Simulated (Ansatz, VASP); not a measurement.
# BaTiO3 in VASP and in Ansatz

File INCAR:

```
SYSTEM = BaTiO3
  ALGO = Normal
  EDIFF = 1E-6
  ENCUT = 520
  GGA = PS
  ISIF = 2
  ISMEAR = 0
  IVDW = 13
  LASPH = .True.
  LCHARG = .False.
  LDAU = .True.
  LDAUJ = 0 0 0
  LDAUL = -1 2 -1
  LDAUPRINT = 1
  LDAUTYPE = 2
  LDAUU = 0 7 0
  LMAXMIX = 4
  LREAL = .False.
  LWAVE = .False.
  NBANDS = 28
  NELM = 150
  PREC = Accurate
  SIGMA = 0.01
```

Contents of KPOINTS:

```
k-points
0
Gamma
  4 4 4
  0 0 0
```

Contents of POSCAR:

```
BaTiO3
1.0
    3.9998000000      0.0000000000      0.0000000000
    0.0000000000      3.9998000000      0.0000000000
    0.0000000000      0.0000000000      4.0180000000
Ba Ti O
1 1 3
Direct
    0.0000000000      0.0000000000      0.0000000000
    0.5000000000      0.5000000000      0.4900000000
    0.5000000000      0.5000000000      0.0190000000
    0.5000000000      0.0000000000      0.5170000000
    0.0000000000      0.5000000000      0.5170000000
```

Input for Ansatz:

```yaml
crystal:
  lattice:
    - [3.9998, 0.0, 0.0]
    - [0.0, 3.9998, 0.0]
    - [0.0, 0.0, 4.018]
  atoms:
    - { symbol: Ba, position: [0.0, 0.0, 0.0] }
    - { symbol: Ti, position: [0.5, 0.5, 0.49000000000000005] }
    - { symbol: O, position: [0.5, 0.5, 0.019] }
    - { symbol: O, position: [0.5, 0.0, 0.517] }
    - { symbol: O, position: [0.0, 0.5, 0.517] }
basis:
  ecutwfc: 420.0
kpoints:
  mp_grid:
    grid: [4, 4, 4]
hamiltonian:
  xc: pbesol
  dispersion: d4
  hubbard:
    - { species: Ti, l: d, u_eff: 7.0 }
scf:
  occupations:
    method: fixed
output:
  eigenvalues: true
```

Alike in both runs: task single point; functional PBEsol; dispersion D4; k mesh 4 × 4 × 4; no spin polarisation; Hubbard terms Ti d U = 7.0 eV.

```csv
,VASP,Ansatz
version,VASP 6.6.1,Ansatz 0.2.0
potentials or method,"VASP PAW PBE potentials, release 64 (Ba_sv, Ti_sv, O), cutoff 520 eV","plane waves, PAW"
occupations,"gaussian, width 0.01 eV",fixed
valence electrons in the cell,40,40
```

Ansatz gave:

| Property | Result |
| --- | --- |
| gap on the k mesh at the Fermi level (eV) | 2.70 |

Task: Which values does VASP return?

Result: gap on the k mesh at the Fermi level (eV): 2.60.

VASP's potentials were made for PBE, not for PBEsol. The programs project onto different local orbitals, so the same U acts differently, and such runs can settle in different states.

Spin-orbit coupling is off throughout.
